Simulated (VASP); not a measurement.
# InSb3 (I4mm) in VASP: single point with PBE+D3(BJ)

Aim: the single point of InSb3 with PBE+D3(BJ).

Everything below comes from runs of VASP 6.6.1. Logs are shortened: lines on timing, memory, paths and dates and some standing lists are left out, and cuts for length are marked.

## Step 1: The cell of the first run

The structure is tetragonal, space group I4mm (No. 107). Conventional cell: a = 5.272 Å, b = 5.272 Å, c = 7.456 Å, α = 90.00°, β = 90.00°, γ = 90.00°. In (site symmetry 4mm) has 14 Sb at 3.02 to 4.12 Å within 4.2 Å. Within 4.0 Å of Sb (site symmetry 2mm) lie 4 In at 3.02 to 3.47 Å and 10 Sb at 3.23 to 3.73 Å. Within 4.2 Å of Sb (site symmetry 4mm) lie 8 Sb at 3.23 Å and 6 In at 3.33 to 4.12 Å.

## Step 2: Single point, PBE+D3(BJ) (atom 1 (In) moved +0.394 Å along Cartesian [0 0 1])

File INCAR:

```
  PREC = Accurate
  ENCUT = 520
  EDIFF = 1E-6
  ISMEAR = 0
  SIGMA = 0.15
  LREAL = F
  LASPH = T
  NELM = 100
  ALGO = Normal
  ISIF = 2
  LWAVE = F
  LCHARG = F
  GGA = PE
  IVDW = 12
  NBANDS = 22
```

File KPOINTS:

```
regular mesh
0
Gamma
  12 12 12
```

File POSCAR:

```
InSb3
1.0
    0.0000000000      3.7279225306      3.7279225306
    3.7279225306      0.0000000000      3.7279225306
    3.7279225306      3.7279225306      0.0000000000
In Sb
1 3
Direct
    0.0528176212      0.0528176212     -0.0528176212
    0.2500000000      0.2500000000      0.2500000000
    0.7500000000      0.7500000000      0.7500000000
    0.5000000000      0.5000000000      0.5000000000
```

Potentials or basis: VASP PAW PBE potentials, release 64 (In_d, Sb).

The run is started by

```
> cat potpaw_PBE.64/In_d/POTCAR potpaw_PBE.64/Sb/POTCAR > POTCAR
> mpirun -np 1 vasp_std > vasp.out
```

OUTCAR:

```text
PREC = Accurate
   ENCUT = 520
   EDIFF = 1E-6
   ISMEAR = 0
   LREAL = F
   LASPH = T
   NELM = 100
   ISIF = 2
   GGA = PE
   IVDW = 12
 IVDW          = 12

 ion  position               nearest neighbor table
   1  0.053  0.053  0.947-   3 3.02   3 3.02   2 3.02   2 3.02   4 3.33   2 3.47   2 3.47   3 3.47
                             3 3.47   4 3.75   4 3.75   4 3.75   4 3.75
   2  0.250  0.250  0.250-   1 3.02   1 3.02   4 3.23   4 3.23   4 3.23   4 3.23   1 3.47   1 3.47
                             3 3.73   3 3.73   3 3.73   3 3.73   3 3.73   3 3.73
   3  0.750  0.750  0.750-   1 3.02   1 3.02   4 3.23   4 3.23   4 3.23   4 3.23   1 3.47   1 3.47
                             2 3.73   2 3.73   2 3.73   2 3.73   2 3.73   2 3.73
   4  0.500  0.500  0.500-   2 3.23   2 3.23   2 3.23   3 3.23   3 3.23   3 3.23   3 3.23   2 3.23
                             1 3.33   1 3.75   1 3.75   1 3.75   1 3.75

  LATTYP: Found a face centered cubic cell.
 ALAT       =     7.4558450612

  Lattice vectors:

 A1 = (   0.0000000000,   3.7279225306,   3.7279225306)
 A2 = (   3.7279225306,   0.0000000000,   3.7279225306)
 A3 = (   3.7279225306,   3.7279225306,   0.0000000000)

Analysis of symmetry for initial positions (statically):
=====================================================================
 Subroutine PRICEL returns:
 Original cell was already a primitive cell.

 Routine SETGRP: Setting up the symmetry group for a
 face centered cubic supercell.

 Subroutine GETGRP returns: Found  8 space group operations
 (whereof  8 operations were pure point group operations)
 out of a pool of 48 trial point group operations.

The static configuration has the point symmetry C_4v.

Analysis of symmetry for dynamics (positions and initial velocities):
=====================================================================
 Subroutine PRICEL returns:
 Original cell was already a primitive cell.

 Routine SETGRP: Setting up the symmetry group for a
 face centered cubic supercell.

 Subroutine GETGRP returns: Found  8 space group operations
 (whereof  8 operations were pure point group operations)
 out of a pool of 48 trial point group operations.

The dynamic configuration has the point symmetry C_4v.

 Subroutine INISYM returns: Found  8 space group operations
 (whereof  8 operations are pure point group operations),
 and found     1 'primitive' translations

----------------------------------------------------------------------------------------

                                     Primitive cell

  volume of cell :     103.6169

  direct lattice vectors                    reciprocal lattice vectors
     0.000000000  3.727922531  3.727922531    -0.134122959  0.134122959  0.134122959
     3.727922531  0.000000000  3.727922531     0.134122959 -0.134122959  0.134122959
     3.727922531  3.727922531  0.000000000     0.134122959  0.134122959 -0.134122959

  length of vectors
     5.272078602  5.272078602  5.272078602     0.232307779  0.232307779  0.232307779

  position of ions in fractional coordinates (direct lattice)
     0.052817621  0.052817621  0.947182379
     0.250000000  0.250000000  0.250000000
     0.750000000  0.750000000  0.750000000
     0.500000000  0.500000000  0.500000000

  ion indices of the primitive-cell ions
   primitive index   ion index
                 1           1
                 2           2
                 3           3
                 4           4

----------------------------------------------------------------------------------------

 KPOINTS: regular mesh

Automatic generation of k-mesh.
 Grid dimensions read from file:
 generate k-points for:   12   12   12

 Generating k-lattice:

  Cartesian coordinates                     Fractional coordinates (reciprocal lattice)
    -0.011176913  0.011176913  0.011176913     0.083333333  0.000000000  0.000000000
     0.011176913 -0.011176913  0.011176913     0.000000000  0.083333333  0.000000000
     0.011176913  0.011176913 -0.011176913     0.000000000  0.000000000  0.083333333

  Length of vectors
     0.019358982  0.019358982  0.019358982

  Shift w.r.t. Gamma in fractional coordinates (k-lattice)
     0.000000000  0.000000000  0.000000000

 Subroutine IBZKPT returns following result:
 ===========================================

 Found    163 irreducible k-points:

 Following reciprocal coordinates:
            Coordinates               Weight
  0.000000  0.000000  0.000000      1.000000
  0.083333  0.000000  0.000000      8.000000
  0.166667  0.000000  0.000000      8.000000
  0.250000  0.000000  0.000000      8.000000
  0.333333  0.000000  0.000000      8.000000
  0.416667  0.000000  0.000000      8.000000
[... 16 lines left out ...]
  0.000000 -0.333333  0.083333     16.000000
 -0.250000  0.083333  0.000000      8.000000
 [... further k-points ...]
   k-points           NKPTS =    163   k-points in BZ     NKDIM =    163   number of bands    NBANDS=     22
   number of dos      NEDOS =    301   number of ions     NIONS =      4
   total plane-waves  NPLWV =  64000
   dimension x,y,z NGX =    40 NGY =   40 NGZ =   40
   dimension x,y,z NGXF=    80 NGYF=   80 NGZF=   80
   ions per type =               1   3
   NGX,Y,Z   is equivalent  to a cutoff of  12.61, 12.61, 12.61 a.u.
   NGXF,Y,Z  is equivalent  to a cutoff of  25.23, 25.23, 25.23 a.u.
 SYSTEM =  unknown system
   PREC   = accura    normal or accurate (medium, high low for compatibility)
   ISTART =      0    job   : 0-new  1-cont  2-samecut
   ICHARG =      2    charge: 1-file 2-atom 10-const
   ISPIN  =      1    spin polarized calculation?
   LNONCOLLINEAR =      F non collinear calculations
   LSORBIT =      F    spin-orbit coupling
   LASPH  =      T    aspherical Exc in radial PAW
   ENCUT  =  520.0 eV  38.22 Ry    6.18 a.u.   9.80  9.80  9.80*2*pi/ulx,y,z
   NELM   =    100;   NELMIN=  2; NELMDL= -5     # of ELM steps
   EDIFF  = 0.1E-05   stopping-criterion for ELM
   LREAL  =      F    real-space projection
   EDIFFG = 0.1E-04   stopping-criterion for IOM
   NSW    =      0    number of steps for IOM
   IBRION =     -1    ionic relax: 0-MD 1-quasi-New 2-CG
   NFREE  =      0    steps in history (QN), initial steepest desc. (CG)
   ISIF   =      2    stress and relaxation
   ISYM   =      2    0-nonsym 1-usesym 2-fastsym
   POTIM  = 0.5000    time-step for ionic-motion
   TEBEG  =    0.0;   TEEND  =   0.0 temperature during run
   PSTRESS=    0.0 pullay stress
   NELECT =      28.0000    total number of electrons
   NUPDOWN=      -1.0000    fix difference up-down
   EMIN   =  10.00;   EMAX   =-10.00  energy-range for DOS
   EFERMI =   0.00;   METHOD = LEGACY
   ISMEAR =     0;   SIGMA  =   0.15  broadening in eV -4-tet -1-fermi 0-gaus
   EFERMI_NEDOS =   21; number of points for ismear=-14 and -15
   IALGO  =     38    algorithm
   IMIX   =      4    mixing-type and parameters
     AMIX     =   0.40;   BMIX     =  1.00
     AMIX_MAG =   1.60;   BMIX_MAG =  1.00
  volume/ion in A,a.u.               =      25.90       174.81
  Fermi-wavevector in a.u.,A,eV,Ry     =   1.058402  2.000090 15.241446  1.120215
  Thomas-Fermi vector in A             =   2.193710
   LORBIT       =      0    0 simple, 1 ext, 2 COOP (PROOUT), +10 PAW based schemes
   GGA     = PE    functional components
   LHFCALC =     F    Hartree Fock is set to
   AEXX    =    0.0000 exact exchange contribution
   IVDW    =    12    specifies the selected vdW correction
   LEPSILON=     F    determine dielectric tensor
   LRPA    =     F    only Hartree local field effects (RPA)
 non-spin polarized calculation
 Gauss-broadening in eV      SIGMA  =   0.15
  energy-cutoff  :      520.00
  volume of cell :      103.62
 maximum number of plane-waves:      2808
   NGX = 19   NGY = 19   NGZ = 19

 number of electron      28.0000003 magnetization

 Free energy of the ion-electron system (eV)
  ---------------------------------------------------
  ext. energy  EPLUGINS =         0.00000000
  ---------------------------------------------------
  free energy    TOTEN  =       -14.02905689 eV

  energy without entropy =      -14.00576784  energy(sigma->0) =      -14.01741236

 E-fermi :   8.5608     XC(G=0): -10.3581

 val. band max:        8.5586332265   @ k =   0.3333   0.0833   0.5000
 cond. band min:       8.5625211421   @ k =  -0.1667   0.2500   0.0833
 fundamental gap:      0.0038879156
 Fermi energy:         8.5608096414

 k-point     1 :       0.0000    0.0000    0.0000
  band No.  band energies     occupation
      1      -5.9968      2.00000
      2      -5.9800      2.00000
      3      -5.9800      2.00000
      4      -5.9503      2.00000
      5      -5.9311      2.00000
      6      -4.0392      2.00000
[... 14 lines left out ...]
     21      15.9309      0.00000
     22      15.9365      0.00000

 k-point     2 :       0.0833    0.0000    0.0000
  band No.  band energies     occupation
      1      -5.9970      2.00000
      2      -5.9802      2.00000
      3      -5.9794      2.00000
      4      -5.9505      2.00000
      5      -5.9313      2.00000
      6      -3.9849      2.00000
[... 14 lines left out ...]
     21      15.4249      0.00000
     22      15.8011      0.00000

 k-point     3 :       0.1667    0.0000    0.0000
  band No.  band energies     occupation
      1      -5.9977      2.00000
      2      -5.9809      2.00000
      3      -5.9781      2.00000
      4      -5.9508      2.00000
      5      -5.9318      2.00000
      6      -3.8225      2.00000
[... 14 lines left out ...]
     21      14.2963      0.00000
     22      15.3479      0.00000
[... 476 lines left out ...]
 k-point    23 :       0.0000   -0.3333    0.0833
  band No.  band energies     occupation
      1      -6.0032      2.00000
      2      -5.9812      2.00000
      3      -5.9744      2.00000
      4      -5.9517      2.00000
      5      -5.9332      2.00000
      6      -3.0050      2.00000
[... 14 lines left out ...]
     21      13.6426      0.00000
     22      15.0854      0.00000

 k-point    24 :      -0.2500    0.0833    0.0000
  band No.  band energies     occupation
      1      -5.9977      2.00000
      2      -5.9841      2.00000
      3      -5.9754      2.00000
      4      -5.9502      2.00000
      5      -5.9336      2.00000
      6      -3.3930      2.00000
[... 14 lines left out ...]
     21      14.3423      0.00000
     22      14.4374      0.00000

 [... further k-points ...]

------------------------ aborting loop because EDIFF is reached ----------------------------------------

 Edisp (eV)   -1.95540

 E8    (eV) :    -0.9172

  FORCE on cell =-STRESS in cart. coord.  units (eV):
  Direction    XX          YY          ZZ          XY          YZ          ZX
  --------------------------------------------------------------------------------------
  -------------------------------------------------------------------------------------
  Total       1.18276     1.18276     0.61384     0.00000    -0.00000     0.00000
  in kB      18.28843    18.28843     9.49150     0.00000    -0.00000     0.00000
  external pressure =       15.36 kB  Pullay stress =        0.00 kB

 VOLUME and BASIS-vectors are now :
 -----------------------------------------------------------------------------
  energy-cutoff  :      520.00
  volume of cell :      103.62
      direct lattice vectors                 reciprocal lattice vectors
     0.000000000  3.727922531  3.727922531    -0.134122959  0.134122959  0.134122959
     3.727922531  0.000000000  3.727922531     0.134122959 -0.134122959  0.134122959
     3.727922531  3.727922531  0.000000000     0.134122959  0.134122959 -0.134122959

 POSITION                                       TOTAL-FORCE (eV/Angst)
 -----------------------------------------------------------------------------------
      3.72792      3.72792      0.39380         0.000000      0.000000     -1.148225
      1.86396      1.86396      1.86396        -0.000000     -0.000000      0.316320
      5.59188      5.59188      5.59188         0.000000      0.000000      0.316320
      3.72792      3.72792      3.72792         0.000000      0.000000      0.515585
 -----------------------------------------------------------------------------------
    total drift:                               -0.000000     -0.000000     -0.000355

  FREE ENERGIE OF THE ION-ELECTRON SYSTEM (eV)
  ---------------------------------------------------
  free  energy   TOTEN  =       -15.9844580754 eV

  energy  without entropy=      -15.9611690327  energy(sigma->0) =      -15.97281355
```

Run time: 4.3 min. Hardware: 1 thread of Intel Xeon Platinum 8375C at 2.90GHz (Ice Lake), shared host; peak memory 0.5 GiB.

What came out:

| Item | Value |
| --- | --- |
| Free energy | -15.9845 eV |
| Pressure | 1.5 GPa |
| Largest force | 1.148 eV/Å |
| Band gap on the k mesh | zero (bands 14 and 15 overlap by 3.26 eV) |
| Dispersion energy per atom | -0.489 eV |

Forces in eV/Å, atoms in the order of the input:
```
In   0.000  0.000 -1.148
Sb   0.000  0.000  0.316
Sb   0.000  0.000  0.316
Sb   0.000  0.000  0.516
```

Caveat: the cell differs from its parent crystal (atom 1 (In) moved +0.394 Å along Cartesian [0 0 1]); spin-orbit coupling is left out, which moves the levels of the heavy elements; forces of over 1 eV/Å act on the atoms, so gaps and moduli don't describe the material at rest.
